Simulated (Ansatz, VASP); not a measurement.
## NaI in VASP and in Ansatz

```
Na I
1.0
     0.00000    3.52548    3.54319
     3.52548    0.00000    3.54319
     3.52548    3.52548    0.00000
Na I
1 1
Cartesian
  0.0000 0.0000 0.0000
  1.7627 1.7627 1.7716
```

Change from the starting cell: biaxial_xy strain -0.5%.

Alike in both runs: task single point; functional HSE06; k mesh 4 × 4 × 4; no spin polarisation.

|  | VASP | Ansatz |
| --- | --- | --- |
| version | VASP 6.6.1 | Ansatz 0.2.0 |
| potentials or method | VASP PAW PBE potentials, release 64 (Na_pv, I) | plane waves, PAW |
| plane-wave cutoff (eV) | 520 | 420 |
| occupations | gaussian, width 0.01 eV | fixed |
| valence electrons in the cell | 14 | 26 |

VASP gave:

| Property | Result |
| --- | --- |
| gap on the k mesh at the Fermi level (eV) | 4.81 |
| pressure (GPa) | 0.3 |

Task: What did Ansatz give for the same quantities?

Result: gap on the k mesh at the Fermi level (eV): 4.83; pressure (GPa): 0.3.

VASP's potentials hold 14 valence electrons a cell and Ansatz's 26, so a difference there can come from the potentials and not from the codes. Ansatz's warnings: stress exchange threshold loose, stress scf threshold loose.

Neither program's run includes spin-orbit coupling.
